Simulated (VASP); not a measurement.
# SnSe (F-43m) in VASP: further runs

Aim: see how the results for SnSe move with the level of theory and the settings. Levels: PBE0, PBEsol-based global hybrid with 25 % exact exchange. Tasks: single point, relaxation of cell and atoms.

All numbers are computed with VASP 6.6.1; they aren't measurements. Logs are shortened: lines on timing, memory, paths and dates and some standing lists are left out, and cuts for length are marked.

## 1. The cell of the first run

It takes space group F-43m (No. 216, cubic). Conventional cell: a = 6.782 Å, b = 6.782 Å, c = 6.782 Å, α = 90.00°, β = 90.00°, γ = 90.00°. Within 3.9 Å of Sn (site symmetry -43m) lie 4 Se at 2.94 Å. Within 3.9 Å of Se (site symmetry -43m) lie 4 Sn at 2.94 Å.

## 2. Single point, PBE0

Contents of POSCAR:

```
SnSe
1.0
    0.0000000000      3.3908400000      3.3908400000
    3.3908400000      0.0000000000      3.3908400000
    3.3908400000      3.3908400000      0.0000000000
Sn Se
1 1
Direct
    0.0000000000      0.0000000000      0.0000000000
    0.7500000000      0.7500000000      0.7500000000
```

Contents of INCAR.step1:

```
PREC = Accurate
ENCUT = 520
EDIFF = 1E-5
ISMEAR = -1
SIGMA = 0.05
LREAL = False
LASPH = True
NELM = 80
ALGO = Normal
ISIF = 2
LWAVE = True
LCHARG = False
NBANDS = 17
GGA = PE
```

Contents of INCAR.step2:

```
PREC = Accurate
ENCUT = 520
EDIFF = 1E-6
ISMEAR = -1
SIGMA = 0.05
LREAL = False
LASPH = True
NELM = 80
ALGO = Normal
ISIF = 2
LWAVE = False
LCHARG = False
GGA = PE
LHFCALC = True
AEXX = 0.25
PRECFOCK = Normal
NBANDS = 17
ISTART = 1
```

Contents of KPOINTS:

```
Automatic mesh
0
Gamma
  4 4 4
```

Potentials or basis: VASP PAW PBE potentials, release 64 (Sn_d, Se).

The run is started by

```
cat potpaw_PBE.64/Sn_d/POTCAR potpaw_PBE.64/Se/POTCAR > POTCAR
cp INCAR.step1 INCAR
mpirun -np 1 vasp_std > vasp.out
cp INCAR.step2 INCAR
mpirun -np 1 vasp_std > vasp.out
```

OUTCAR:

```text
PREC = Accurate
   ENCUT = 520
   EDIFF = 1E-6
   ISMEAR = -1
   LREAL = False
   LASPH = True
   NELM = 80
   ISIF = 2
   GGA = PE
   LHFCALC = True
   AEXX = 0.25
   PRECFOCK = Normal
   ISTART = 1

 ion  position               nearest neighbor table
   1  0.000  0.000  0.000-   2 2.94   2 2.94   2 2.94   2 2.94
   2  0.750  0.750  0.750-   1 2.94   1 2.94   1 2.94   1 2.94

  LATTYP: Found a face centered cubic cell.
 ALAT       =     6.7816800000

  Lattice vectors:

 A1 = (   0.0000000000,   3.3908400000,   3.3908400000)
 A2 = (   3.3908400000,   0.0000000000,   3.3908400000)
 A3 = (   3.3908400000,   3.3908400000,   0.0000000000)

Analysis of symmetry for initial positions (statically):
=====================================================================
 Subroutine PRICEL returns:
 Original cell was already a primitive cell.

 Routine SETGRP: Setting up the symmetry group for a
 face centered cubic supercell.

 Subroutine GETGRP returns: Found 24 space group operations
 (whereof 24 operations were pure point group operations)
 out of a pool of 48 trial point group operations.

The static configuration has the point symmetry T_d .

Analysis of symmetry for dynamics (positions and initial velocities):
=====================================================================
 Subroutine PRICEL returns:
 Original cell was already a primitive cell.

 Routine SETGRP: Setting up the symmetry group for a
 face centered cubic supercell.

 Subroutine GETGRP returns: Found 24 space group operations
 (whereof 24 operations were pure point group operations)
 out of a pool of 48 trial point group operations.

The dynamic configuration has the point symmetry T_d .

 Subroutine INISYM returns: Found 24 space group operations
 (whereof 24 operations are pure point group operations),
 and found     1 'primitive' translations

----------------------------------------------------------------------------------------

                                     Primitive cell

  volume of cell :      77.9744

  direct lattice vectors                    reciprocal lattice vectors
     0.000000000  3.390840000  3.390840000    -0.147456088  0.147456088  0.147456088
     3.390840000  0.000000000  3.390840000     0.147456088 -0.147456088  0.147456088
     3.390840000  3.390840000  0.000000000     0.147456088  0.147456088 -0.147456088

  length of vectors
     4.795371916  4.795371916  4.795371916     0.255401436  0.255401436  0.255401436

  position of ions in fractional coordinates (direct lattice)
     0.000000000  0.000000000  0.000000000
     0.750000000  0.750000000  0.750000000

  ion indices of the primitive-cell ions
   primitive index   ion index
                 1           1
                 2           2

----------------------------------------------------------------------------------------

 KPOINTS: Automatic mesh

Automatic generation of k-mesh.
 Grid dimensions read from file:
 generate k-points for:    4    4    4

 Generating k-lattice:

  Cartesian coordinates                     Fractional coordinates (reciprocal lattice)
    -0.036864022  0.036864022  0.036864022     0.250000000  0.000000000  0.000000000
     0.036864022 -0.036864022  0.036864022     0.000000000  0.250000000  0.000000000
     0.036864022  0.036864022 -0.036864022     0.000000000  0.000000000  0.250000000

  Length of vectors
     0.063850359  0.063850359  0.063850359

  Shift w.r.t. Gamma in fractional coordinates (k-lattice)
     0.000000000  0.000000000  0.000000000

 Subroutine IBZKPT returns following result:
 ===========================================

 Found      8 irreducible k-points:

 Following reciprocal coordinates:
            Coordinates               Weight
  0.000000  0.000000  0.000000      1.000000
  0.250000  0.000000  0.000000      8.000000
  0.500000  0.000000  0.000000      4.000000
  0.250000  0.250000  0.000000      6.000000
  0.500000  0.250000  0.000000     24.000000
 -0.250000  0.250000  0.000000     12.000000
  0.500000  0.500000  0.000000      3.000000
 -0.250000  0.500000  0.250000      6.000000
   k-points           NKPTS =      8   k-points in BZ     NKDIM =     64   number of bands    NBANDS=     17
   number of dos      NEDOS =    301   number of ions     NIONS =      2
   total plane-waves  NPLWV =  46656
   dimension x,y,z NGX =    36 NGY =   36 NGZ =   36
   dimension x,y,z NGXF=    72 NGYF=   72 NGZF=   72
   ions per type =               1   1
   NGX,Y,Z   is equivalent  to a cutoff of  12.48, 12.48, 12.48 a.u.
   NGXF,Y,Z  is equivalent  to a cutoff of  24.96, 24.96, 24.96 a.u.
 SYSTEM =  unknown system
   PREC   = accura    normal or accurate (medium, high low for compatibility)
   ISTART =      1    job   : 0-new  1-cont  2-samecut
   ICHARG =      0    charge: 1-file 2-atom 10-const
   ISPIN  =      1    spin polarized calculation?
   LNONCOLLINEAR =      F non collinear calculations
   LSORBIT =      F    spin-orbit coupling
   LASPH  =      T    aspherical Exc in radial PAW
   ENCUT  =  520.0 eV  38.22 Ry    6.18 a.u.   8.92  8.92  8.92*2*pi/ulx,y,z
   NELM   =     80;   NELMIN=  2; NELMDL=  0     # of ELM steps
   EDIFF  = 0.1E-05   stopping-criterion for ELM
   LREAL  =      F    real-space projection
   EDIFFG = 0.1E-04   stopping-criterion for IOM
   NSW    =      0    number of steps for IOM
   IBRION =     -1    ionic relax: 0-MD 1-quasi-New 2-CG
   NFREE  =      0    steps in history (QN), initial steepest desc. (CG)
   ISIF   =      2    stress and relaxation
   ISYM   =      3    0-nonsym 1-usesym 2-fastsym
   POTIM  = 0.5000    time-step for ionic-motion
   TEBEG  =    0.0;   TEEND  =   0.0 temperature during run
   PSTRESS=    0.0 pullay stress
   NELECT =      20.0000    total number of electrons
   NUPDOWN=      -1.0000    fix difference up-down
   EMIN   =  10.00;   EMAX   =-10.00  energy-range for DOS
   EFERMI =   0.00;   METHOD = LEGACY
   ISMEAR =    -1;   SIGMA  =   0.05  broadening in eV -4-tet -1-fermi 0-gaus
   EFERMI_NEDOS =   21; number of points for ismear=-14 and -15
   IALGO  =     38    algorithm
   IMIX   =      1    mixing-type and parameters
     AMIX     =   0.40;   BMIX     =  1.00
     AMIX_MAG =   1.60;   BMIX_MAG =  1.00
  volume/ion in A,a.u.               =      38.99       263.10
  Fermi-wavevector in a.u.,A,eV,Ry     =   1.040162  1.965621 14.720638  1.081936
  Thomas-Fermi vector in A             =   2.174725
   LORBIT       =      0    0 simple, 1 ext, 2 COOP (PROOUT), +10 PAW based schemes
   GGA     = PE    functional components
   LHFCALC =     T    Hartree Fock is set to
   PRECFOCK=normal    Normal, Fast or Accurate (Low or Medium for compatibility)
   ENCUT4O =  -1.0   cutoff for four orbital integrals eV
   NKREDX  =     1    reduce k-point grid by
   NKREDY  =     1    reduce k-point grid by
   NKREDZ  =     1    reduce k-point grid by
   AEXX    =    0.2500 exact exchange contribution
   HFSCREEN=    0.0000 screening length (either q_TF or 0.3 A-1)
   HFSCREENC=   0.0000 screening length for correlation (either q_TF or 0.3 A-1)
   ENCUTFOCK=  -1.0 apply spherical cutoff to Coloumb kernel
   IVDW    =     0    specifies the selected vdW correction
   LEPSILON=     F    determine dielectric tensor
   LRPA    =     F    only Hartree local field effects (RPA)
 non-spin polarized calculation
  energy-cutoff  :      520.00
  volume of cell :       77.97
 maximum number of plane-waves:      2120
  NGX = 28; NGY = 28; NGZ = 28

 number of electron      20.0000005 magnetization

 Free energy of the ion-electron system (eV)
  ---------------------------------------------------
  ext. energy  EPLUGINS =         0.00000000
  ---------------------------------------------------
  free energy    TOTEN  =       -10.22742376 eV

  energy without entropy =      -10.22741935  energy(sigma->0) =      -10.22742156

 E-fermi :   2.7955     XC(G=0):  -6.1363

 val. band max:        2.2558665808   @ k =  -0.2500   0.5000   0.2500
 cond. band min:       3.3004261270   @ k =   0.5000   0.5000   0.0000
 fundamental gap:      1.0445595461
 Fermi energy:         2.7954720404

 k-point     1 :       0.0000    0.0000    0.0000
  band No.  band energies     occupation
      1     -21.8906      2.00000
      2     -21.8906      2.00000
      3     -21.8906      2.00000
      4     -21.8758      2.00000
      5     -21.8758      2.00000
      6     -12.3960      2.00000
[... 9 lines left out ...]
     16      11.0623      0.00000
     17      12.1617      0.00000

 k-point     2 :       0.2500    0.0000    0.0000
  band No.  band energies     occupation
      1     -21.8918      2.00000
      2     -21.8890      2.00000
      3     -21.8890      2.00000
      4     -21.8758      2.00000
      5     -21.8758      2.00000
      6     -12.1662      2.00000
[... 9 lines left out ...]
     16      10.2808      0.00000
     17      11.6547      0.00000

 k-point     3 :       0.5000    0.0000    0.0000
  band No.  band energies     occupation
      1     -21.8931      2.00000
      2     -21.8877      2.00000
      3     -21.8877      2.00000
      4     -21.8755      2.00000
      5     -21.8755      2.00000
      6     -11.8993      2.00000
[... 9 lines left out ...]
     16      11.4767      0.00000
     17      11.4767      0.00000

 k-point     4 :       0.2500    0.2500    0.0000
  band No.  band energies     occupation
      1     -21.8942      2.00000
      2     -21.8872      2.00000
      3     -21.8872      2.00000
      4     -21.8769      2.00000
      5     -21.8750      2.00000
      6     -12.0872      2.00000
[... 9 lines left out ...]
     16      11.7863      0.00000
     17      13.6807      0.00000

 k-point     5 :       0.5000    0.2500    0.0000
  band No.  band energies     occupation
      1     -21.8950      2.00000
      2     -21.8861      2.00000
      3     -21.8857      2.00000
      4     -21.8769      2.00000
      5     -21.8749      2.00000
      6     -11.8137      2.00000
[... 9 lines left out ...]
     16      11.8360      0.00000
     17      12.7605      0.00000

 k-point     6 :      -0.2500    0.2500    0.0000
  band No.  band energies     occupation
      1     -21.8933      2.00000
      2     -21.8872      2.00000
      3     -21.8871      2.00000
      4     -21.8760      2.00000
      5     -21.8757      2.00000
      6     -11.9067      2.00000
[... 9 lines left out ...]
     16      11.3329      0.00000
     17      12.7898      0.00000

 k-point     7 :       0.5000    0.5000    0.0000
  band No.  band energies     occupation
      1     -21.8978      2.00000
      2     -21.8839      2.00000
      3     -21.8839      2.00000
      4     -21.8781      2.00000
      5     -21.8741      2.00000
      6     -11.7200      2.00000
[... 9 lines left out ...]
     16      13.0584      0.00000
     17      13.0584      0.00000

 k-point     8 :      -0.2500    0.5000    0.2500
  band No.  band energies     occupation
      1     -21.8953      2.00000
      2     -21.8865      2.00000
      3     -21.8841      2.00000
      4     -21.8770      2.00000
      5     -21.8751      2.00000
      6     -11.7166      2.00000
[... 9 lines left out ...]
     16      12.3503      0.00000
     17      12.6489      0.00000

------------------------ aborting loop because EDIFF is reached ----------------------------------------

  FORCE on cell =-STRESS in cart. coord.  units (eV):
  Direction    XX          YY          ZZ          XY          YZ          ZX
  --------------------------------------------------------------------------------------
  -------------------------------------------------------------------------------------
  Total       -0.3791635     -0.3791635     -0.3791635      0.0000000      0.0000000     -0.0000000
  in kB       -7.7908560     -7.7908560     -7.7908560      0.0000000      0.0000000     -0.0000000
  external PRESSURE =      -7.7908560 kB  Pullay stress =       0.0000000 kB

 VOLUME and BASIS-vectors are now :
 -----------------------------------------------------------------------------
  energy-cutoff  :      520.00
  volume of cell :       77.97
      direct lattice vectors                 reciprocal lattice vectors
     0.000000000  3.390840000  3.390840000    -0.147456088  0.147456088  0.147456088
     3.390840000  0.000000000  3.390840000     0.147456088 -0.147456088  0.147456088
     3.390840000  3.390840000  0.000000000     0.147456088  0.147456088 -0.147456088

 POSITION                                       TOTAL-FORCE (eV/Angst)
 -----------------------------------------------------------------------------------
      0.00000      0.00000      0.00000         0.000000      0.000000      0.000000
      5.08626      5.08626      5.08626        -0.000000     -0.000000     -0.000000
 -----------------------------------------------------------------------------------
    total drift:                                0.000000      0.000004      0.000003

  FREE ENERGIE OF THE ION-ELECTRON SYSTEM (eV)
  ---------------------------------------------------
  free  energy   TOTEN  =       -10.2274237648 eV

  energy  without entropy=      -10.2274193520  energy(sigma->0) =      -10.22742156
```

Wall time 34 min (1 thread of Intel Xeon 8259CL, shared host); peak memory 0.22 GiB.

What came out:

- Free energy: -10.2274 eV
- Pressure: -0.8 GPa
- Band gap on the k mesh: 1.04 eV (least direct gap 1.76 eV)

Caveat: the PAW data sets were made with another functional, which shifts forces and pressure a little; spin-orbit coupling is left out, which moves the levels of the heavy elements. A k mesh can miss the band edges.

[end of part 1 of 2]
